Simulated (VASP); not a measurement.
# KBr (Fm-3m) in VASP: a series of runs

Runs on KBr. Level: PBE. Tasks: single point.

All numbers are computed with VASP 6.6.1; they aren't measurements. Logs are shortened: lines on timing, memory, paths and dates and some standing lists are left out, and cuts for length are marked.

## 1. The cell of the first run

It takes space group Fm-3m (No. 225, cubic). The conventional cell has a = 6.705 Å, b = 6.705 Å, c = 6.705 Å, α = 90.00°, β = 90.00°, γ = 90.00°. K (site symmetry m-3m) has 6 Br at 3.35 Å within 4.4 Å. Within 4.4 Å of Br (site symmetry m-3m) lie 6 K at 3.35 Å.

## 2. Single point, PBE

File INCAR:

```
PREC = Accurate
ENCUT = 520
EDIFF = 1E-6
ISMEAR = 0
SIGMA = 0.05
LREAL = False
LASPH = True
NELM = 80
ALGO = Normal
ISIF = 2
LWAVE = False
LCHARG = False
GGA = PE
NBANDS = 15
```

File KPOINTS:

```
regular mesh
0
Gamma
  10 10 10
```

File POSCAR:

```
KBr
1.0
    0.0000000000      3.3526733426      3.3526733426
    3.3526733426      0.0000000000      3.3526733426
    3.3526733426      3.3526733426      0.0000000000
K Br
1 1
Direct
    0.0000000000      0.0000000000      0.0000000000
    0.5000000000      0.5000000000      0.5000000000
```

Potentials or basis: VASP PAW PBE potentials, release 64 (K_sv, Br).

Started as:

```sh
$ cat potpaw_PBE.64/K_sv/POTCAR potpaw_PBE.64/Br/POTCAR > POTCAR
$ mpirun -np 1 vasp_std > vasp.out
```

OUTCAR:

```text
PREC = Accurate
   ENCUT = 520
   EDIFF = 1E-6
   ISMEAR = 0
   LREAL = False
   LASPH = True
   NELM = 80
   ISIF = 2
   GGA = PE

 ion  position               nearest neighbor table
   1  0.000  0.000  0.000-
   2  0.500  0.500  0.500-

  LATTYP: Found a face centered cubic cell.
 ALAT       =     6.7053466852

  Lattice vectors:

 A1 = (   0.0000000000,   3.3526733426,   3.3526733426)
 A2 = (   3.3526733426,   0.0000000000,   3.3526733426)
 A3 = (   3.3526733426,   3.3526733426,   0.0000000000)

Analysis of symmetry for initial positions (statically):
=====================================================================
 Subroutine PRICEL returns:
 Original cell was already a primitive cell.

 Routine SETGRP: Setting up the symmetry group for a
 face centered cubic supercell.

 Subroutine GETGRP returns: Found 48 space group operations
 (whereof 48 operations were pure point group operations)
 out of a pool of 48 trial point group operations.

The static configuration has the point symmetry O_h .

Analysis of symmetry for dynamics (positions and initial velocities):
=====================================================================
 Subroutine PRICEL returns:
 Original cell was already a primitive cell.

 Routine SETGRP: Setting up the symmetry group for a
 face centered cubic supercell.

 Subroutine GETGRP returns: Found 48 space group operations
 (whereof 48 operations were pure point group operations)
 out of a pool of 48 trial point group operations.

The dynamic configuration has the point symmetry O_h .

 Subroutine INISYM returns: Found 48 space group operations
 (whereof 48 operations are pure point group operations),
 and found     1 'primitive' translations

----------------------------------------------------------------------------------------

                                     Primitive cell

  volume of cell :      75.3709

  direct lattice vectors                    reciprocal lattice vectors
     0.000000000  3.352673343  3.352673343    -0.149134720  0.149134720  0.149134720
     3.352673343  0.000000000  3.352673343     0.149134720 -0.149134720  0.149134720
     3.352673343  3.352673343  0.000000000     0.149134720  0.149134720 -0.149134720

  length of vectors
     4.741396111  4.741396111  4.741396111     0.258308912  0.258308912  0.258308912

  position of ions in fractional coordinates (direct lattice)
     0.000000000  0.000000000  0.000000000
     0.500000000  0.500000000  0.500000000

  ion indices of the primitive-cell ions
[... 85 lines left out ...]
   PSTRESS=    0.0 pullay stress
   NELECT =      16.0000    total number of electrons
   NUPDOWN=      -1.0000    fix difference up-down
   EMIN   =  10.00;   EMAX   =-10.00  energy-range for DOS
   EFERMI =   0.00;   METHOD = LEGACY
   ISMEAR =     0;   SIGMA  =   0.05  broadening in eV -4-tet -1-fermi 0-gaus
   EFERMI_NEDOS =   21; number of points for ismear=-14 and -15
   IALGO  =     38    algorithm
   IMIX   =      4    mixing-type and parameters
     AMIX     =   0.40;   BMIX     =  1.00
     AMIX_MAG =   1.60;   BMIX_MAG =  1.00
  volume/ion in A,a.u.               =      37.69       254.31
  Fermi-wavevector in a.u.,A,eV,Ry     =   0.976593  1.845493 12.976336  0.953734
  Thomas-Fermi vector in A             =   2.107224
   LORBIT       =      0    0 simple, 1 ext, 2 COOP (PROOUT), +10 PAW based schemes
   GGA     = PE    functional components
   LHFCALC =     F    Hartree Fock is set to
   AEXX    =    0.0000 exact exchange contribution
   IVDW    =     0    specifies the selected vdW correction
   LEPSILON=     F    determine dielectric tensor
   LRPA    =     F    only Hartree local field effects (RPA)
 non-spin polarized calculation
 Gauss-broadening in eV      SIGMA  =   0.05
  energy-cutoff  :      520.00
  volume of cell :       75.37
 maximum number of plane-waves:      2085
   NGX = 17   NGY = 17   NGZ = 17

 number of electron      16.0000001 magnetization

 Free energy of the ion-electron system (eV)
  ---------------------------------------------------
  ext. energy  EPLUGINS =         0.00000000
  ---------------------------------------------------
  free energy    TOTEN  =        -6.22361083 eV

  energy without entropy =       -6.22361083  energy(sigma->0) =       -6.22361083

 E-fermi :  -1.6144     XC(G=0):  -7.1828

 val. band max:       -1.9222553792   @ k =   0.0000   0.0000   0.0000
 cond. band min:       2.3875831662   @ k =   0.0000   0.0000   0.0000
 fundamental gap:      4.3098385454
 Fermi energy:        -1.6143948146

 k-point     1 :       0.0000    0.0000    0.0000
  band No.  band energies     occupation
      1     -29.8080      2.00000
      2     -14.1592      2.00000
      3     -13.2816      2.00000
      4     -13.2816      2.00000
      5     -13.2816      2.00000
      6      -1.9223      2.00000
      7      -1.9223      2.00000
      8      -1.9223      2.00000
      9       2.3876      0.00000
     10       5.6676      0.00000
     11       5.6676      0.00000
     12       5.6676      0.00000
     13       6.4615      0.00000
     14       6.4615      0.00000
[... 401 lines left out ...]
      2     -14.1713      2.00000
      3     -13.3079      2.00000
      4     -13.3035      2.00000
      5     -13.2346      2.00000
      6      -2.6944      2.00000
      7      -2.1941      2.00000
      8      -2.1562      2.00000
      9       4.3415      0.00000
     10       4.7005      0.00000
     11       7.2271      0.00000
     12       7.2835      0.00000
     13       7.9202      0.00000
     14       8.0479      0.00000
     15       8.6066      0.00000

 [... further k-points ...]

------------------------ aborting loop because EDIFF is reached ----------------------------------------

  FORCE on cell =-STRESS in cart. coord.  units (eV):
  Direction    XX          YY          ZZ          XY          YZ          ZX
  --------------------------------------------------------------------------------------
  -------------------------------------------------------------------------------------
  Total        0.0149008      0.0149008      0.0149008     -0.0000000      0.0000000     -0.0000000
  in kB        0.3167491      0.3167491      0.3167491     -0.0000000      0.0000000     -0.0000000
  external PRESSURE =       0.3167491 kB  Pullay stress =       0.0000000 kB

 VOLUME and BASIS-vectors are now :
 -----------------------------------------------------------------------------
  energy-cutoff  :      520.00
  volume of cell :       75.37
      direct lattice vectors                 reciprocal lattice vectors
     0.000000000  3.352673343  3.352673343    -0.149134720  0.149134720  0.149134720
     3.352673343  0.000000000  3.352673343     0.149134720 -0.149134720  0.149134720
     3.352673343  3.352673343  0.000000000     0.149134720  0.149134720 -0.149134720

 POSITION                                       TOTAL-FORCE (eV/Angst)
 -----------------------------------------------------------------------------------
      0.00000      0.00000      0.00000         0.000000      0.000000     -0.000000
      3.35267      3.35267      3.35267        -0.000000     -0.000000      0.000000
 -----------------------------------------------------------------------------------
    total drift:                                0.000000      0.000000      0.000000

  FREE ENERGIE OF THE ION-ELECTRON SYSTEM (eV)
  ---------------------------------------------------
  free  energy   TOTEN  =        -6.2236108317 eV

  energy  without entropy=       -6.2236108317  energy(sigma->0) =       -6.22361083
```

OSZICAR:

```text
N       E                     dE             d eps       ncg     rms          rms(c)
DAV:   1     0.976318914580E+02    0.97632E+02   -0.69107E+03  1410   0.941E+02
DAV:   2    -0.243071153171E+00   -0.97875E+02   -0.90937E+02  1810   0.223E+02
DAV:   3    -0.617891711740E+01   -0.59358E+01   -0.59089E+01  1914   0.491E+01
DAV:   4    -0.640606294340E+01   -0.22715E+00   -0.22709E+00  2157   0.837E+00
DAV:   5    -0.640789650418E+01   -0.18336E-02   -0.18335E-02  1942   0.856E-01    0.288E+00
DAV:   6    -0.622546901095E+01    0.18243E+00   -0.22888E-01  1844   0.225E+00    0.209E+00
DAV:   7    -0.621281241102E+01    0.12657E-01   -0.11090E-01  1900   0.176E+00    0.982E-01
DAV:   8    -0.622247607081E+01   -0.96637E-02   -0.12893E-02  1565   0.805E-01    0.119E-01
DAV:   9    -0.622328273209E+01   -0.80666E-03   -0.90692E-04  1977   0.185E-01    0.796E-02
DAV:  10    -0.622359337710E+01   -0.31065E-03   -0.32504E-04  1487   0.104E-01    0.137E-02
DAV:  11    -0.622360834144E+01   -0.14964E-04   -0.29002E-05  1950   0.293E-02    0.542E-03
DAV:  12    -0.622361072752E+01   -0.23861E-05   -0.43986E-06  1535   0.139E-02    0.247E-03
DAV:  13    -0.622361083174E+01   -0.10422E-06   -0.20655E-07  1587   0.251E-03
   1 F= -.62236108E+01 E0= -.62236108E+01  d E =-.291224E-20
```

stdout:

```text
POSCAR found type information on POSCAR K Br
 POSCAR found :  2 types and       2 ions
 scaLAPACK will be used
 LDA part: xc-table for (Slater+PW92), standard interpolation
 POSCAR, INCAR and KPOINTS ok, starting setup
 FFT: planning ... GRIDC
 FFT: planning ... GRID_SOFT
 FFT: planning ... GRID
 WAVECAR not read
 entering main loop
```

Wall time 63 s (1 thread of Intel Xeon 8259CL, shared host); peak memory 0.23 GiB.

Results:

| Quantity | Value |
| --- | --- |
| Free energy | -6.2236 eV |
| Pressure | 0.0 GPa |
| Band gap on the k mesh | 4.31 eV |

Levels at points of the mesh, in eV from the valence-band top:
```tsv
k point	band 4	band 5	band 6	band 7	band 8	band 9	band 10	band 11	band 12	band 13
(0.00, 0.00, 0.00)	-11.36	-11.36	0.00	0.00	0.00	4.31	7.59	7.59	7.59	8.38
(0.50, 0.00, 0.00)	-11.36	-11.13	-1.09	-0.30	-0.30	6.49	8.05	9.63	9.63	9.92
(0.50, 0.50, 0.00)	-11.39	-11.39	-0.76	-0.27	-0.27	5.91	7.03	9.25	9.28	9.50
```

A k mesh can miss the band edges. PBE gaps usually lie below the measured ones, often by a third to a half.

## 3. Single point, PBE (38.44 Å³/atom)

This run uses another cell than the first one, of 38.44 Å³/atom.

File INCAR:

```
SYSTEM = KBr
  PREC = Accurate
  ENCUT = 520
  EDIFF = 1E-6
  ISMEAR = 0
  SIGMA = 0.05
  LREAL = .FALSE.
  LASPH = .TRUE.
  NELM = 100
  ALGO = Normal
  ISIF = 2
  LWAVE = .FALSE.
  LCHARG = .FALSE.
  GGA = PE
  NBANDS = 15
```

File KPOINTS:

```
Automatic mesh
0
G
  10 10 10
  0 0 0
```

File POSCAR:

```
KBr
1.0
    0.0000000000      3.3748771244      3.3748771244
    3.3748771244      0.0000000000      3.3748771244
    3.3748771244      3.3748771244      0.0000000000
K Br
1 1
Direct
    0.0000000000      0.0000000000      0.0000000000
    0.5000000000      0.5000000000      0.5000000000
```

Potentials or basis: VASP PAW PBE potentials, release 64 (K_sv, Br).

Started as:

```sh
$ cat potpaw_PBE.64/K_sv/POTCAR potpaw_PBE.64/Br/POTCAR > POTCAR
$ mpirun -np 1 vasp_std > vasp.out
```

Run time: 65 s. Hardware: 1 thread of Intel Xeon 8259CL, shared host; peak memory 0.23 GiB.

The run converged. Its results:

```yaml
Free_energy: -6.2228 eV
Pressure: -0.2 GPa
Band_gap_on_the_k_mesh: 4.26 eV
```

Levels at points of the mesh, in eV from the valence-band top:
```
           k point  band 5  band 6  band 7  band 8  band 9  band 10  band 11  band 12
(0.00, 0.00, 0.00)  -11.40    0.00    0.00    0.00    4.26     7.58     7.58     7.58
(0.50, 0.00, 0.00)  -11.18   -1.05   -0.28   -0.28    6.44     7.98     9.58     9.58
(0.50, 0.50, 0.00)  -11.43   -0.74   -0.26   -0.26    5.93     6.95     9.14     9.25
```

A k mesh can miss the band edges.

## 4. Single point, PBE (39.19 Å³/atom)

This run uses another cell than the first one, of 39.19 Å³/atom.

File INCAR:

```
PREC = Accurate
ENCUT = 520
EDIFF = 1E-6
ISMEAR = 0
SIGMA = 0.05
LREAL = False
LASPH = True
NELM = 60
ALGO = Normal
ISIF = 2
LWAVE = False
LCHARG = False
GGA = PE
NBANDS = 15
```

File KPOINTS:

```
regular mesh
0
Gamma
  10 10 10
```

File POSCAR:

```
KBr
1.0
    0.0000000000      3.3967925250      3.3967925250
    3.3967925250      0.0000000000      3.3967925250
    3.3967925250      3.3967925250      0.0000000000
K Br
1 1
Direct
    0.0000000000      0.0000000000      0.0000000000
    0.5000000000      0.5000000000      0.5000000000
```

Potentials or basis: VASP PAW PBE potentials, release 64 (K_sv, Br).

Started as:

```sh
$ cat potpaw_PBE.64/K_sv/POTCAR potpaw_PBE.64/Br/POTCAR > POTCAR
$ mpirun -np 1 vasp_std > vasp.out
```

OUTCAR:

```text
PREC = Accurate
   ENCUT = 520
   EDIFF = 1E-6
   ISMEAR = 0
   LREAL = False
   LASPH = True
   NELM = 60
   ISIF = 2
   GGA = PE

 ion  position               nearest neighbor table
   1  0.000  0.000  0.000-
   2  0.500  0.500  0.500-

  LATTYP: Found a face centered cubic cell.
 ALAT       =     6.7935850500

  Lattice vectors:

 A1 = (   0.0000000000,   3.3967925250,   3.3967925250)
 A2 = (   3.3967925250,   0.0000000000,   3.3967925250)
[... 616 lines left out ...]

------------------------ aborting loop because EDIFF is reached ----------------------------------------

  FORCE on cell =-STRESS in cart. coord.  units (eV):
  Direction    XX          YY          ZZ          XY          YZ          ZX
  --------------------------------------------------------------------------------------
  -------------------------------------------------------------------------------------
  Total       -0.2235079     -0.2235079     -0.2235079     -0.0000000      0.0000000      0.0000000
  in kB       -4.5684239     -4.5684239     -4.5684239     -0.0000000      0.0000000      0.0000000
  external PRESSURE =      -4.5684239 kB  Pullay stress =       0.0000000 kB

 VOLUME and BASIS-vectors are now :
 -----------------------------------------------------------------------------
  energy-cutoff  :      520.00
  volume of cell :       78.39
      direct lattice vectors                 reciprocal lattice vectors
     0.000000000  3.396792525  3.396792525    -0.147197686  0.147197686  0.147197686
     3.396792525  0.000000000  3.396792525     0.147197686 -0.147197686  0.147197686
     3.396792525  3.396792525  0.000000000     0.147197686  0.147197686 -0.147197686

 POSITION                                       TOTAL-FORCE (eV/Angst)
 -----------------------------------------------------------------------------------
      0.00000      0.00000      0.00000        -0.000000      0.000000     -0.000000
      3.39679      3.39679      3.39679         0.000000     -0.000000      0.000000
 -----------------------------------------------------------------------------------
    total drift:                                0.000000      0.000000      0.000000

  FREE ENERGIE OF THE ION-ELECTRON SYSTEM (eV)
  ---------------------------------------------------
  free  energy   TOTEN  =        -6.2196650314 eV

  energy  without entropy=       -6.2196650314  energy(sigma->0) =       -6.21966503
```

OSZICAR:

```text
N       E                     dE             d eps       ncg     rms          rms(c)
DAV:   1     0.985221458716E+02    0.98522E+02   -0.68019E+03  1410   0.924E+02
DAV:   2     0.838992821627E-01   -0.98438E+02   -0.91339E+02  1862   0.226E+02
DAV:   3    -0.614768118411E+01   -0.62316E+01   -0.62025E+01  1930   0.497E+01
DAV:   4    -0.641330864103E+01   -0.26563E+00   -0.26555E+00  2193   0.869E+00
DAV:   5    -0.641513652880E+01   -0.18279E-02   -0.18279E-02  1936   0.846E-01    0.272E+00
DAV:   6    -0.622256530622E+01    0.19257E+00   -0.24078E-01  1816   0.225E+00    0.196E+00
DAV:   7    -0.620826910494E+01    0.14296E-01   -0.11389E-01  1914   0.175E+00    0.947E-01
DAV:   8    -0.621849779880E+01   -0.10229E-01   -0.13609E-02  1631   0.815E-01    0.122E-01
DAV:   9    -0.621931860745E+01   -0.82081E-03   -0.99159E-04  1949   0.194E-01    0.821E-02
DAV:  10    -0.621964970820E+01   -0.33110E-03   -0.35615E-04  1529   0.111E-01    0.159E-02
DAV:  11    -0.621966191845E+01   -0.12210E-04   -0.29426E-05  2027   0.286E-02    0.497E-03
DAV:  12    -0.621966487644E+01   -0.29580E-05   -0.42612E-06  1556   0.140E-02    0.335E-03
DAV:  13    -0.621966503136E+01   -0.15493E-06   -0.40632E-07  1615   0.344E-03
   1 F= -.62196650E+01 E0= -.62196650E+01  d E =-.465247E-19
```

Run time: 71 s. Hardware: 1 thread of Intel Xeon 8259CL, shared host; peak memory 0.23 GiB.

Results:

- Free energy: -6.2197 eV
- Pressure: -0.5 GPa
- Band gap on the k mesh: 4.21 eV

## 5. The runs side by side

| cell | gap on the mesh (eV) | pressure (GPa) |
| --- | --- | --- |
| a = 4.741 Å, angles 60.0°, 2 atoms | 4.31 | 0.0 |
| a = 4.773 Å, angles 60.0°, 2 atoms | 4.26 | -0.2 |
| a = 4.804 Å, angles 60.0°, 2 atoms | 4.21 | -0.5 |

Alike in all rows: task single point; level PBE; potentials or basis VASP PAW PBE potentials, release 64 (K_sv, Br); no spin polarisation; k mesh 10 × 10 × 10; cutoff (eV) 520; smearing gaussian 0.05 eV.

Total energies depend on the potentials used, so only differences within one code and one set of settings carry meaning.
